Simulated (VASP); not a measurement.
# Ta4O (P4/mmm) in VASP: further runs, part 3 of 3

VASP 6.6.1. Earlier steps stand in the parts before.

## (5) Single point, PBEsol+U

File INCAR:

```
SYSTEM = Ta4O
  PREC = Accurate
  ENCUT = 520
  EDIFF = 1E-6
  ISMEAR = -1
  SIGMA = 0.05
  LREAL = .False.
  LASPH = .True.
  NELM = 150
  ALGO = Normal
  ISIF = 2
  LWAVE = .False.
  LCHARG = .True.
  LMAXMIX = 4
  LDAU = .True.
  LDAUTYPE = 2
  LDAUL = 2 -1
  LDAUU = 3 0
  LDAUJ = 0 0
  LDAUPRINT = 1
  GGA = PS
  LELF = .True.
  LVHAR = .True.
  NBANDS = 33
```

File KPOINTS:

```
regular mesh
0
Gamma
  8 8 4
  0 0 0
```

File POSCAR:

```
Ta4O
1.0
    3.2574970000      0.0000000000      0.0000000000
    0.0000000000      3.2574970000      0.0000000000
    0.0000000000      0.0000000000      7.4093410000
Ta O
4 1
Direct
    0.0000000000      0.0000000000      0.0000000000
    0.5000000000      0.5000000000      0.2168420000
    0.5000000000      0.5000000000      0.7831580000
    0.0000000000      0.0000000000      0.5000000000
    0.5000000000      0.5000000000      0.5000000000
```

Potentials or basis: VASP PAW PBE potentials, release 64 (Ta_pv, O).

Run with:

```
cat potpaw_PBE.64/Ta_pv/POTCAR potpaw_PBE.64/O/POTCAR > POTCAR
mpirun -np 1 vasp_std > vasp.out
```

OUTCAR:

```text
SYSTEM = Ta4O
   PREC = Accurate
   ENCUT = 520
   EDIFF = 1E-6
   ISMEAR = -1
   LREAL = .False.
   LASPH = .True.
   NELM = 150
   ISIF = 2
   GGA = PS

 ion  position               nearest neighbor table
   1  0.000  0.000  0.000-   2 2.81   3 2.81   2 2.81   3 2.81   2 2.81   3 2.81   2 2.81   3 2.81

   2  0.500  0.500  0.217-   5 2.10   1 2.81   1 2.81   1 2.81   1 2.81   4 3.12   4 3.12   4 3.12
                             4 3.12   3 3.21
   3  0.500  0.500  0.783-   5 2.10   1 2.81   1 2.81   1 2.81   1 2.81   4 3.12   4 3.12   4 3.12
                             4 3.12   2 3.21
   4  0.000  0.000  0.500-   5 2.30   5 2.30   5 2.30   5 2.30   3 3.12   3 3.12   2 3.12   3 3.12
                             2 3.12   2 3.12   3 3.12   2 3.12
   5  0.500  0.500  0.500-   2 2.10   3 2.10   4 2.30   4 2.30   4 2.30   4 2.30

  LATTYP: Found a simple tetragonal cell.
 ALAT       =     3.2574970000
 C/A-ratio  =     2.2745503680

  Lattice vectors:

 A1 = (   3.2574970000,   0.0000000000,   0.0000000000)
 A2 = (   0.0000000000,   3.2574970000,   0.0000000000)
 A3 = (   0.0000000000,   0.0000000000,   7.4093410000)

Analysis of symmetry for initial positions (statically):
=====================================================================
 Subroutine PRICEL returns:
 Original cell was already a primitive cell.

 Routine SETGRP: Setting up the symmetry group for a
 simple tetragonal supercell.

 Subroutine GETGRP returns: Found 16 space group operations
 (whereof 16 operations were pure point group operations)
 out of a pool of 16 trial point group operations.

The static configuration has the point symmetry D_4h.

Analysis of symmetry for dynamics (positions and initial velocities):
=====================================================================
 Subroutine PRICEL returns:
[... 283 lines left out ...]
  o =  0.3275  v =  0.0000  0.6185  0.0000  0.7858  0.0000  0.0000  0.0000  0.0000  0.0000  0.0000      0.0000  0.0000  0.0000  0.0000  0.0000  0.0000  0.0000  0.0000  0.0000  0.0000
  o =  0.3275  v =  0.0000  0.0000  0.0000  0.0000  0.0000  0.0000  0.6185  0.0000  0.7858  0.0000      0.0000  0.0000  0.0000  0.0000  0.0000  0.0000  0.0000  0.0000  0.0000  0.0000
  o =  0.3275  v =  0.0000  0.0000  0.0000  0.0000  0.0000  0.0000 -0.7858 -0.0000  0.6185 -0.0000      0.0000  0.0000  0.0000  0.0000  0.0000  0.0000  0.0000  0.0000  0.0000  0.0000
  o =  0.3275  v =  0.0000 -0.7858 -0.0000  0.6185 -0.0000  0.0000  0.0000  0.0000  0.0000  0.0000      0.0000  0.0000  0.0000  0.0000  0.0000  0.0000  0.0000  0.0000  0.0000  0.0000

 number of electron      50.0000004 magnetization

 Free energy of the ion-electron system (eV)
  ---------------------------------------------------
  ext. energy  EPLUGINS =         0.00000000
  ---------------------------------------------------
  free energy    TOTEN  =       -47.83597440 eV

  energy without entropy =      -47.81966696  energy(sigma->0) =      -47.82782068

 E-fermi :   6.6329     XC(G=0): -12.7486

 val. band max:        6.6095994400   @ k =   0.3750   0.0000   0.5000
 cond. band min:       6.6481181757   @ k =   0.5000   0.2500   0.0000
 fundamental gap:      0.0385187356
 Fermi energy:         6.6328974861

 k-point     1 :       0.0000    0.0000    0.0000
  band No.  band energies     occupation
      1     -29.5182      2.00000
      2     -29.5182      2.00000
      3     -29.1032      2.00000
      4     -28.5836      2.00000
      5     -28.4499      2.00000
      6     -28.2397      2.00000
[... 853 lines left out ...]
     32      10.2513      0.00000
     33      10.7581      0.00000

 [... further k-points ...]

------------------------ aborting loop because EDIFF is reached ----------------------------------------

  FORCE on cell =-STRESS in cart. coord.  units (eV):
  Direction    XX          YY          ZZ          XY          YZ          ZX
  --------------------------------------------------------------------------------------
  -------------------------------------------------------------------------------------
  Total        0.8625160      0.8625160     -0.0366199      0.0000000      0.0000000      0.0000000
  in kB       17.5764065     17.5764065     -0.7462419      0.0000000      0.0000000      0.0000000
  external PRESSURE =      11.4688570 kB  Pullay stress =       0.0000000 kB

 VOLUME and BASIS-vectors are now :
 -----------------------------------------------------------------------------
  energy-cutoff  :      520.00
  volume of cell :       78.62
      direct lattice vectors                 reciprocal lattice vectors
     3.257497000  0.000000000  0.000000000     0.306984166  0.000000000  0.000000000
     0.000000000  3.257497000  0.000000000     0.000000000  0.306984166  0.000000000
     0.000000000  0.000000000  7.409341000     0.000000000  0.000000000  0.134964769

 POSITION                                       TOTAL-FORCE (eV/Angst)
 -----------------------------------------------------------------------------------
      0.00000      0.00000      0.00000         0.000000      0.000000      0.000000
      1.62875      1.62875      1.60666        -0.000000     -0.000000      0.320681
      1.62875      1.62875      5.80268         0.000000     -0.000000     -0.320681
      0.00000      0.00000      3.70467         0.000000      0.000000      0.000000
      1.62875      1.62875      3.70467         0.000000      0.000000      0.000000
 -----------------------------------------------------------------------------------
    total drift:                                0.000000     -0.000000      0.000000

  FREE ENERGIE OF THE ION-ELECTRON SYSTEM (eV)
  ---------------------------------------------------
  free  energy   TOTEN  =       -47.8359744021 eV

  energy  without entropy=      -47.8196669582  energy(sigma->0) =      -47.82782068
```

OSZICAR:

```text
N       E                     dE             d eps       ncg     rms          rms(c)
DAV:   1     0.498157980237E+03    0.49816E+03   -0.27595E+04  2970   0.159E+03
DAV:   2    -0.269619276979E+02   -0.52512E+03   -0.50932E+03  3322   0.466E+02
DAV:   3    -0.522488224395E+02   -0.25287E+02   -0.24635E+02  3723   0.944E+01
DAV:   4    -0.527447858609E+02   -0.49596E+00   -0.49122E+00  3682   0.128E+01
DAV:   5    -0.527573143904E+02   -0.12529E-01   -0.12504E-01  3843   0.157E+00    0.301E+01
DAV:   6    -0.491690675746E+02    0.35882E+01   -0.24323E+01  3802   0.342E+01    0.145E+01
DAV:   7    -0.486796339819E+02    0.48943E+00   -0.13383E+01  3947   0.161E+01    0.938E+00
DAV:   8    -0.478409955716E+02    0.83864E+00   -0.32595E+00  3711   0.116E+01    0.207E+00
DAV:   9    -0.478326513791E+02    0.83442E-02   -0.29794E-01  3671   0.344E+00    0.762E-01
DAV:  10    -0.478346184374E+02   -0.19671E-02   -0.23490E-02  3622   0.949E-01    0.426E-01
DAV:  11    -0.478361564709E+02   -0.15380E-02   -0.59619E-03  4014   0.511E-01    0.102E-01
DAV:  12    -0.478360495521E+02    0.10692E-03   -0.23172E-03  3926   0.337E-01    0.829E-02
DAV:  13    -0.478360006204E+02    0.48932E-04   -0.21608E-04  3935   0.101E-01    0.433E-02
DAV:  14    -0.478359750536E+02    0.25567E-04   -0.11600E-04  3953   0.685E-02    0.863E-03
DAV:  15    -0.478359748806E+02    0.17299E-06   -0.10131E-05  3977   0.186E-02    0.368E-03
DAV:  16    -0.478359744021E+02    0.47853E-06   -0.81417E-07  1957   0.699E-03
   1 F= -.47835974E+02 E0= -.47827821E+02  d E =-.163074E-01
```

stdout:

```text
POSCAR found type information on POSCAR TaO
 POSCAR found :  2 types and       5 ions
 scaLAPACK will be used
 -----------------------------------------------------------------------------
|                                                                             |
|                                                                             |
|     You enforced a specific xc type in the INCAR file but a different       |
|     I HOPE YOU KNOW WHAT YOU ARE DOING!                                     |
|                                                                             |
 -----------------------------------------------------------------------------

 LDA part: xc-table for (Slater+PW92), standard interpolation
 POSCAR, INCAR and KPOINTS ok, starting setup
 FFT: planning ... GRIDC
 FFT: planning ... GRID_SOFT
 FFT: planning ... GRID
 WAVECAR not read
 entering main loop
```

Wall time 42 s (1 thread of Intel Xeon Platinum 8559C (Emerald Rapids), shared host); peak memory 0.23 GiB.

Results:

```
Free energy            : -47.8360 eV
Pressure               : 1.1 GPa
Largest force          : 0.321 eV/Å
Band gap on the k mesh : zero (band 25 reaches 7.06 eV, above the bottom of band 26 at 6.24 eV)
```

Forces on the atoms (eV/Å):
```
Ta   0.000  0.000  0.000
Ta   0.000  0.000  0.321
Ta   0.000  0.000 -0.321
Ta   0.000  0.000  0.000
O    0.000  0.000  0.000
```

Stress tensor (GPa, compression positive):
```
 1.76  0.00  0.00
 0.00  1.76  0.00
 0.00  0.00 -0.07
```

Eigenvalues of the final occupation matrices:
```tsv
site	spin	trace	eigenvalues
site 1 d	1	1.21	0.15 0.18 0.29 0.29 0.30
site 1 d	2	1.21	0.15 0.18 0.29 0.29 0.30
site 2 d	1	1.14	0.19 0.21 0.25 0.25 0.25
site 2 d	2	1.14	0.19 0.21 0.25 0.25 0.25
site 3 d	1	1.14	0.19 0.21 0.25 0.25 0.25
site 3 d	2	1.14	0.19 0.21 0.25 0.25 0.25
site 4 d	1	1.15	0.10 0.15 0.24 0.33 0.33
site 4 d	2	1.15	0.10 0.15 0.24 0.33 0.33
```

Caveat: the PAW data sets were made with another functional, which shifts forces and pressure a little; spin-orbit coupling is left out, which moves the levels of the heavy elements; U without spin polarisation on a metal has little footing.

## (6) Overview

| level | U | gap on the mesh (eV) | pressure (GPa) | largest force (eV/Å) |
| --- | --- | --- | --- | --- |
| PBEsol | - | none | -7.8 | 0.01 |
| PBEsol+U | Ta d U = 1.0 eV | none | -4.9 | 0.10 |
| PBEsol+U | Ta d U = 2.0 eV | none | -1.9 | 0.21 |
| PBEsol+U | Ta d U = 3.0 eV | none | 1.1 | 0.32 |

Alike in all rows: task single point; potentials or basis VASP PAW PBE potentials, release 64 (Ta_pv, O); no spin polarisation; cell as given; k mesh 8 × 8 × 4; cutoff (eV) 520; smearing fermi-dirac 0.05 eV.

Every run on the cell as given and a fine mesh finds a metal. The pressure there spans -7.8 GPa (PBEsol) to 1.1 GPa (PBEsol+U); a positive pressure means that this level wants a larger cell, a negative one a smaller.

Caveats: the PAW data sets were made with another functional, which shifts forces and pressure a little; spin-orbit coupling is left out, which moves the levels of the heavy elements; U without spin polarisation on a metal has little footing (some runs).

Absolute energies hang on the potentials; compare differences alone.
